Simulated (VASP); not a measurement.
# CoO (F-43m) in VASP: settings compared, part 2 of 2

VASP 6.6.1. The steps go on from the part before.

## Step 3: Relaxation of cell and atoms, LDA, collinear spin, ferromagnetic start

The input, INCAR:

```
SYSTEM = CoO
PREC     = Accurate       ! precision mode
ENCUT    = 600            ! plane-wave cutoff, eV
EDIFF    = 1E-6           ! SCF threshold, eV
ISMEAR   = -1             ! smearing method
SIGMA    = 0.05           ! smearing width, eV
LREAL    = .False.        ! projectors in reciprocal space
LASPH    = .True.         ! aspherical terms in the spheres
NELM     = 150            ! most SCF steps
ALGO     = Normal         ! electronic algorithm
ISIF     = 3              ! what is computed and relaxed
LWAVE    = .False.        ! write WAVECAR
LCHARG   = .False.        ! write CHGCAR
ISPIN    = 2              ! spin polarisation
MAGMOM   = 2 0            ! initial moments
LORBIT   = 11             ! projections on sites
LMAXMIX  = 4              ! l up to which the mixer works
IBRION   = 2              ! ionic algorithm
NSW      = 60             ! ionic steps
EDIFFG   = -0.01          ! ionic threshold
```

The input, KPOINTS:

```
regular mesh
0
Gamma
  10 10 10
  0 0 0
```

The input, POSCAR:

```
CoO
1.0
    0.0000000000      2.3436418400      2.3436418400
    2.3436418400      0.0000000000      2.3436418400
    2.3436418400      2.3436418400      0.0000000000
Co O
1 1
Direct
    0.0000000000      0.0000000000      0.0000000000
    0.2500000000      0.2500000000      0.2500000000
```

Potentials or basis: VASP PAW LDA potentials, release 64 (Co, O).

Command:

```
$ cat potpaw_LDA.64/Co/POTCAR potpaw_LDA.64/O/POTCAR > POTCAR
$ mpirun -np 1 vasp_std > vasp.out
```

OUTCAR:

```text
SYSTEM = CoO
   PREC = Accurate
   ENCUT = 600
   EDIFF = 1E-6
   ISMEAR = -1
   LREAL = .False.
   LASPH = .True.
   NELM = 150
   ISIF = 3
   ISPIN = 2
   LORBIT = 11
   IBRION = 2
   NSW = 60
   EDIFFG = -0.01

 ion  position               nearest neighbor table
   1  0.000  0.000  0.000-   2 2.03   2 2.03   2 2.03   2 2.03
   2  0.250  0.250  0.250-   1 2.03   1 2.03   1 2.03   1 2.03

  LATTYP: Found a face centered cubic cell.
 ALAT       =     4.6872836800

  Lattice vectors:

 A1 = (   0.0000000000,   2.3436418400,   2.3436418400)
 A2 = (   2.3436418400,   0.0000000000,   2.3436418400)
 A3 = (   2.3436418400,   2.3436418400,   0.0000000000)

Analysis of symmetry for initial positions (statically):
=====================================================================
 Subroutine PRICEL returns:
 Original cell was already a primitive cell.

 Routine SETGRP: Setting up the symmetry group for a
 face centered cubic supercell.

 Subroutine GETGRP returns: Found 24 space group operations
 (whereof 24 operations were pure point group operations)
 out of a pool of 48 trial point group operations.

The static configuration has the point symmetry T_d .

Analysis of symmetry for dynamics (positions and initial velocities):
=====================================================================
 Subroutine PRICEL returns:
 Original cell was already a primitive cell.

 Routine SETGRP: Setting up the symmetry group for a
 face centered cubic supercell.

[... 353 lines left out ...]

  energy without entropy =      -15.20856700  energy(sigma->0) =      -15.21597467

 E-fermi :   7.6426     XC(G=0): -12.5719

 val. band max:        7.6358408843   @ k =   0.5000   0.0000   0.0000
 cond. band min:       7.6524993794   @ k =   0.3000   0.2000   0.0000
 fundamental gap:      0.0166584951
 Fermi energy:         7.6425637832

 spin component 1

 k-point     1 :       0.0000    0.0000    0.0000
  band No.  band energies     occupation
      1     -13.4909      1.00000
      2       0.5227      1.00000
      3       0.5227      1.00000
      4       0.5227      1.00000
      5       5.5940      1.00000
      6       5.5940      1.00000
      7       8.1052      0.00010
      8       8.6813      0.00000
      9       8.6813      0.00000
     10       8.6813      0.00000
     11      22.8592      0.00000
     12      22.8592      0.00000
[... 333 lines left out ...]
      1     -12.5831      1.00000
      2      -0.6495      1.00000
      3       1.1299      1.00000
      4       1.1886      1.00000
      5       4.7455      1.00000
      6       5.9275      1.00000
      7       6.5029      1.00000
      8       6.9910      1.00000
      9       7.3417      0.99757
     10      12.7279      0.00000
     11      19.0458      0.00000
     12      19.9593      0.00000

 [... further k-points ...]

 spin component 2

 k-point     1 :       0.0000    0.0000    0.0000
  band No.  band energies     occupation
      1     -13.2175      1.00000
      2       1.1179      1.00000
      3       1.1179      1.00000
      4       1.1179      1.00000
      5       6.6252      1.00000
      6       6.6252      1.00000
      7       8.3356      0.00000
      8       9.8680      0.00000
      9       9.8680      0.00000
     10       9.8680      0.00000
     11      23.1113      0.00000
     12      23.1113      0.00000
[... 374 lines left out ...]
  FREE ENERGIE OF THE ION-ELECTRON SYSTEM (eV)
  ---------------------------------------------------
  free  energy   TOTEN  =       -15.2233823331 eV

  energy  without entropy=      -15.2085670044  energy(sigma->0) =      -15.21597467

 reached required accuracy - stopping structural energy minimisation

 total charge

# of ion       s       p       d       tot
------------------------------------------
    1        0.402   0.587   7.399   8.387
    2        1.542   3.455   0.000   4.997
--------------------------------------------------
tot          1.944   4.042   7.399  13.384

 magnetization (x)

# of ion       s       p       d       tot
------------------------------------------
    1        0.006   0.041   1.336   1.383
    2        0.014   0.138   0.000   0.152
--------------------------------------------------
tot          0.019   0.179   1.336   1.535
```

CONTCAR:

```text
CoO
   1.00000000000000
     0.0000000000000000    2.1422900935045166    2.1422900935045166
     2.1422900935045166   -0.0000000000000000    2.1422900935045166
     2.1422900935045166    2.1422900935045166    0.0000000000000000
  Co              O
     1     1
Direct
     0.0000000000000000    0.0000000000000000    0.0000000000000000
     0.2500000000000000    0.2500000000000000    0.2500000000000000

  0.00000000E+00  0.00000000E+00  0.00000000E+00
  0.00000000E+00  0.00000000E+00  0.00000000E+00
```

It took 2.1 min on 1 thread of AMD EPYC 7R13 (Zen 3), shared host; peak memory 0.15 GiB.

What came out:

```yaml
Free_energy: -15.2234 eV
Relaxed_volume: 9.83 Å³/atom
Relaxed_cell: a = 3.030 Å, b = 3.030 Å, c = 3.030 Å, α = 60.00°, β = 60.00°, γ = 60.00°
Space_group_after_relaxing_to_0.1_Å: F-43m (No. 216)
Energy_gained_by_relaxing: 318.3 meV/atom
Ionic_steps: 6
Pressure_after_relaxing: -0.1 GPa
Net_moment: 1.57 μB per cell
Site_moments: Co +1.38; O +0.15 μB
Valence_electrons_inside_the_program's_atomic_spheres: Co 8.39; O 5.00
```

Step by step:
```tsv
step	energy change (eV)	largest force (eV/Å)	pressure (GPa)	volume (Å³)
1	0.0000	0.0000	-25.19	25.75
2	-0.6161	0.0000	9.10	18.92
3	-0.6366	0.0000	-0.61	19.72
4	-0.6366	0.0000	0.60	19.61
5	-0.6366	0.0000	-0.53	19.71
6	-0.6367	0.0000	-0.07	19.66
```

Final structure:
```cif
data_structure
_symmetry_space_group_name_H-M 'P 1'
_symmetry_Int_Tables_number 1
_cell_length_a 3.0297
_cell_length_b 3.0297
_cell_length_c 3.0297
_cell_angle_alpha 60.000
_cell_angle_beta 60.000
_cell_angle_gamma 60.000
_cell_volume 19.66
loop_
_atom_site_label
_atom_site_type_symbol
_atom_site_fract_x
_atom_site_fract_y
_atom_site_fract_z
_atom_site_occupancy
Co1 Co 0.00000 0.00000 0.00000 1
O1 O 0.25000 0.25000 0.25000 1
```

Caveat: the volume moved by over 15 % at a fixed basis, so the end points are rough; a cell with one magnetic atom can't hold antiferromagnetic order, which such compounds often take; semilocal functionals often make such compounds metallic where correlation or magnetic order opens a gap, which also shifts bond lengths.

## Step 4: Single point, PBE, collinear spin, ferromagnetic start

The input, INCAR:

```
PREC = Accurate
ENCUT = 600
EDIFF = 1E-6
ISMEAR = 0
SIGMA = 0.026000000000000002
LREAL = False
LASPH = True
NELM = 200
ALGO = Normal
ISIF = 2
LWAVE = False
LCHARG = True
ISPIN = 2
MAGMOM = 2 0
LORBIT = 11
LMAXMIX = 4
GGA = PE
LELF = True
LVHAR = True
NBANDS = 22
GGA_COMPAT = False
```

The input, KPOINTS:

```
Automatic mesh
0
Gamma
  10 10 10
```

POSCAR is that of step 3.

Potentials or basis: VASP PAW PBE potentials, release 64 (Co_sv, O).

Command:

```
$ cat potpaw_PBE.64/Co_sv/POTCAR potpaw_PBE.64/O/POTCAR > POTCAR
$ mpirun -np 1 vasp_std > vasp.out
```

Run time: 59 s. Hardware: 1 thread of AMD EPYC 9R45 (Zen 5), shared host; peak memory 0.17 GiB.

Results (log left out):

```
Free energy                                           : -13.3279 eV
Pressure                                              : -13.9 GPa
Band gap on the k mesh                                : zero (filled and empty bands overlap)
Net moment                                            : 2.99 μB per cell
Site moments                                          : Co +2.49; O +0.32 μB
Valence electrons inside the program's atomic spheres : Co 14.87; O 4.94
```

Levels at points of the mesh, in eV from the Fermi level:
Spin up:
```csv
k point,band 10,band 11,band 12,band 13,band 14,band 15,band 16,band 17
"(0.00, 0.00, 0.00)",-2.10,-0.01,0.04,0.04,0.04,13.31,13.31,13.31
"(0.50, 0.00, 0.00)",-2.10,-2.10,-0.66,-0.66,5.20,6.55,12.82,12.82
"(0.50, 0.50, 0.00)",-1.85,-1.81,-1.81,-1.51,4.89,8.86,10.62,13.22
```
Spin down:
```
           k point  band 8  band 9  band 10  band 11  band 12  band 13
(0.00, 0.00, 0.00)   -4.11   -0.35    -0.35     0.56     2.53     2.53
(0.50, 0.00, 0.00)   -3.95   -0.14    -0.14     0.50     1.77     1.77
(0.50, 0.50, 0.00)   -3.76   -0.30    -0.05     0.09     1.13     1.13
```

Caveat: the cell stands under tension; a cell with one magnetic atom can't hold antiferromagnetic order, which such compounds often take; semilocal functionals often make such compounds metallic where correlation or magnetic order opens a gap, which also shifts bond lengths.

## Step 5: Single point, PBE

The input, INCAR:

```
ALGO = Normal
EDIFF = 1E-6
ENCUT = 700
GGA = PE
GGA_COMPAT = F
ISIF = 2
ISMEAR = -1
LASPH = T
LCHARG = F
LREAL = F
LWAVE = F
NBANDS = 18
NELM = 120
PREC = Accurate
SIGMA = 0.05
```

The input, KPOINTS:

```
k-points
0
Gamma
  10 10 10
```

POSCAR is that of step 4.

Command:

```
$ cat potpaw_PBE.64/Co_sv/POTCAR potpaw_PBE.64/O/POTCAR > POTCAR
$ mpirun -np 1 vasp_std > vasp.out
```

Wall time 18 s (1 thread of Intel Xeon 6975P-C (Granite Rapids), shared host); peak memory 0.18 GiB.

It converged, with:

- Free energy: -12.7153 eV
- Pressure: -25.1 GPa
- Band gap on the k mesh: zero (an odd number of electrons rules out a gap without spin polarisation)

Levels at points of the mesh, in eV from the Fermi level:
```tsv
k point	band 7	band 8	band 9	band 10	band 11	band 12	band 13	band 14	band 15	band 16
(0.00, 0.00, 0.00)	-5.14	-5.14	-1.05	-1.05	0.06	1.04	1.04	1.04	13.47	13.47
(0.50, 0.00, 0.00)	-4.92	-4.92	-0.94	-0.92	-0.92	0.35	0.35	5.30	6.57	13.05
(0.50, 0.50, 0.00)	-4.70	-4.70	-1.56	-0.76	-0.65	-0.35	-0.35	5.25	8.98	10.71
```

Caveat: the cell stands under tension; an odd number of electrons without spin polarisation forces a metal; a magnetic or distorted state may lie lower; the run has no spin polarisation, though such a crystal can be magnetic; semilocal functionals often make such compounds metallic where correlation or magnetic order opens a gap, which also shifts bond lengths.

## Step 6: Overview

| task | level | potentials or basis | spin | cell | cutoff (eV) | smearing | gap on the mesh (eV) | pressure (GPa) | moment (μB) |
| --- | --- | --- | --- | --- | --- | --- | --- | --- | --- |
| single point | PBEsol | VASP PAW PBE potentials, release 64 (Co, O) | collinear, ferromagnetic start | as given | 520 | fermi-dirac 0.05 eV | none | -19.1 | 2.99 |
| relaxation of cell and atoms | LDA | VASP PAW LDA potentials, release 64 (Co, O) | collinear, ferromagnetic start | relaxed | 600 | fermi-dirac 0.05 eV | none | -0.1 | 1.57 |
| single point | PBE | VASP PAW PBE potentials, release 64 (Co_sv, O) | collinear, ferromagnetic start | as given | 600 | gaussian 0.026 eV | none | -13.9 | 2.99 |
| single point | PBE | VASP PAW PBE potentials, release 64 (Co_sv, O) | off | as given | 700 | fermi-dirac 0.05 eV | none | -25.1 | - |

Alike in all rows: k mesh 10 × 10 × 10.

Caveats: semilocal functionals often make such compounds metallic where correlation or magnetic order opens a gap, which also shifts bond lengths; the cell stands under tension (at least some runs); a cell with one magnetic atom can't hold antiferromagnetic order, which such compounds often take (at least some runs); the PAW data sets were made with another functional, which shifts forces and pressure a little (at least some runs); the volume moved by over 15 % at a fixed basis, so the end points are rough (at least some runs); an odd number of electrons without spin polarisation forces a metal (at least some runs); a magnetic or distorted state may lie lower (at least some runs).

Total energies depend on the potentials used, so only differences within one code and one set of settings carry meaning.

The gap in the log of VASP goes by the Fermi energy; the results here count the filled bands.